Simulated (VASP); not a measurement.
Set up this calculation in VASP 6.6.1, as the native input.

| Item | Value |
| --- | --- |
| Task | single point |
| Functional | PBE |
| Potentials or basis | VASP PAW PBE potentials, release 64 (Ba_sv, Ti_sv, O) |
| Cutoff | 520 eV |
| k mesh | 7 × 7 × 7 |
| Occupations | fermi-dirac, width 0.03 eV |
| Spin | no spin polarisation |
| Dipole correction | no |
| Further INCAR settings | ALGO = Normal; EDIFF = 1e-06; NBANDS = 28 |

The structure of BaTiO3 lies in POSCAR:

```
BaTiO3
1.0
    3.9998000000      0.0000000000      0.0000000000
    0.0000000000      3.9998000000      0.0000000000
    0.0000000000      0.0000000000      3.9778200000
Ba Ti O
1 1 3
Direct
    0.0000000000      0.0000000000      0.0000000000
    0.5000000000      0.5000000000      0.5000000000
    0.5000000000      0.5000000000      0.0000000000
    0.5000000000      0.0000000000      0.5000000000
    0.0000000000      0.5000000000      0.5000000000
```

This cell differs from its parent crystal: zz strain of -1 %.

These files were run (other wordings do the same):

INCAR

```
PREC     = Accurate       # precision mode
ENCUT    = 520            # plane-wave cutoff, eV
EDIFF    = 1E-6           # SCF threshold, eV
ISMEAR   = -1             # smearing method
SIGMA    = 0.03           # smearing width, eV
LREAL    = False          # projectors in reciprocal space
LASPH    = True           # aspherical terms in the spheres
NELM     = 100            # most SCF steps
ALGO     = Normal         # electronic algorithm
ISIF     = 2              # what is computed and relaxed
LWAVE    = False          # write WAVECAR
LCHARG   = False          # write CHGCAR
GGA      = PE             # functional
NBANDS   = 28             # bands
```

KPOINTS

```
Automatic mesh
0
Gamma
  7 7 7
```

Potentials or basis: VASP PAW PBE potentials, release 64 (Ba_sv, Ti_sv, O).

Run with:

```sh
$ cat potpaw_PBE.64/Ba_sv/POTCAR potpaw_PBE.64/Ti_sv/POTCAR potpaw_PBE.64/O/POTCAR > POTCAR
$ mpirun -np 1 vasp_std > vasp.out
```

Results of the run:

- Pressure: 5.3 GPa
- Band gap on the k mesh: 1.81 eV (least direct gap 1.89 eV)

Caveat: the cell differs from its parent crystal (zz strain of -1 %); the cell stands under pressure; spin-orbit coupling is left out, which moves the levels of the heavy elements; an odd mesh through Γ misses points on the zone boundary, where band edges can lie.

Run time: 74 s on 1 thread of Intel(R) Xeon(R) Platinum 8259CL CPU @ 2.50GHz (Skylake/Cascade Lake), on a shared host, peak memory 0.22 GiB.
